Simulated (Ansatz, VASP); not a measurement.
C in VASP and in Ansatz

INCAR

```
SYSTEM = C
PREC = Accurate ; ENCUT = 520
EDIFF = 1E-8 ; ISMEAR = -1
SIGMA = 0.08 ; LREAL = .False.
LASPH = .True. ; NELM = 60
ALGO = Normal ; ISIF = 2
LWAVE = .False. ; LCHARG = .False.
LEFG = .True. ; NBANDS = 11
```

Contents of KPOINTS:

```
regular mesh
0
Gamma
  20 20 20
  0 0 0
```

Contents of POSCAR:

```
C
1.0
    0.0000000000      1.7774354070      1.7774354070
    1.7774354070      0.0000000000      1.7774354070
    1.7774354070      1.7774354070      0.0000000000
C
2
Direct
    0.5000000000      0.5000000000      0.5000000000
    0.7500000000      0.7500000000      0.7500000000
```

Input for Ansatz:

```yaml
crystal:
  lattice:
    - [0.0, 1.777435407, 1.777435407]
    - [1.777435407, 0.0, 1.777435407]
    - [1.777435407, 1.777435407, 0.0]
  atoms:
    - { symbol: C, position: [0.5, 0.5, 0.5] }
    - { symbol: C, position: [0.75, 0.75, 0.75] }
kpoints:
  mp_grid: { grid: [20, 20, 20] }
scf:
  occupations: { method: fermi_dirac, width: 0.08 }
hamiltonian:
  xc: lda
  pseudopotentials: { kind: paw }
output:
  forces: true
  stress: true
  eigenvalues: true
  efg: { contact_densities: true }
  write_density: true
  write_potential: true
  elf: true
  volumetric_format: npy
```

Change from the starting cell: volume scaled by 0.99, PAW files.

Alike in both runs: task electric field gradients; functional LDA; k mesh 20 × 20 × 20; occupations fermi-dirac, width 0.08 eV; no spin polarisation.

|  | VASP | Ansatz |
| --- | --- | --- |
| version | VASP 6.6.1 | Ansatz 0.2.0 |
| potentials or method | VASP PAW LDA potentials, release 64 (C) | PAW with Ansatz's default frozen-core files, scalar-relativistic |
| plane-wave cutoff (eV) | 520 | 420 |
| valence electrons in the cell | 8 | 8 |

|  | VASP | Ansatz | Ansatz less VASP |
| --- | --- | --- | --- |
| gap on the k mesh at the Fermi level (eV) | 4.13 | 4.13 | +0.005 |
| pressure (GPa) | -7.3 | -8.8 | -1.52 |

LDA's correlation is that of Perdew and Zunger in VASP and of Perdew and Wang (1992) in Ansatz.
